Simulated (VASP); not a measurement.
Here is a VASP 6.6.1 calculation.

File POSCAR:

```
BN
1.0
    2.5539396017      0.0000000000      0.0000000000
   -1.2769698009      2.2117765748      0.0000000000
    0.0000000000      0.0000000000      4.2268550000
B N
2 2
Direct
    0.6666666667      0.3333333333      1.0411259407
    0.3333333333      0.6666666667      0.4997240000
    0.6666666667      0.3333333333      0.6252760000
    0.3333333333      0.6666666667      0.1252760000
```

Contents of INCAR.step1:

```
PREC = Accurate
ENCUT = 520
ISMEAR = 0
SIGMA = 0.05
LREAL = F
LASPH = T
NELM = 100
NBANDS = 16
GGA = PE
ALGO = Normal
EDIFF = 1E-4
LWAVE = T
LCHARG = F
```

Contents of INCAR.step2:

```
PREC = Accurate
ENCUT = 520
EDIFF = 1E-6
ISMEAR = 0
SIGMA = 0.05
LREAL = F
LASPH = T
NELM = 100
ALGO = Normal
ISIF = 2
LWAVE = F
LCHARG = F
METAGGA = R2SCAN
LMIXTAU = T
NBANDS = 16
ISTART = 1
```

The input KPOINTS:

```
regular mesh
0
Gamma
  12 12 6
```

Potentials or basis: VASP PAW PBE potentials, release 64 (B, N).

Launch:

```sh
$ cat potpaw_PBE.64/B/POTCAR potpaw_PBE.64/N/POTCAR > POTCAR
$ cp INCAR.step1 INCAR
$ mpirun -np 1 vasp_std > vasp.out
$ cp INCAR.step2 INCAR
$ mpirun -np 1 vasp_std > vasp.out
```

Question: Predict the largest force.

Answer: 4.547 eV/Å.

Question: Predict the band gap on the k mesh.

Answer: 5.72 eV, indirect (least direct gap 8.25 eV).

Question: What does it give for the pressure?

Answer: 1.0 GPa.

Forces on the atoms (eV/Å):
```
B    0.000  0.000 -4.547
B    0.000  0.000  2.126
N    0.000  0.000  0.246
N    0.000  0.000  2.175
```

Caveat: the cell differs from its parent crystal (atom 1 (B) moved +0.175 Å along Cartesian [0 0 1]); the PAW data sets were made with another functional, which shifts forces and pressure a little. A k mesh can miss the band edges.
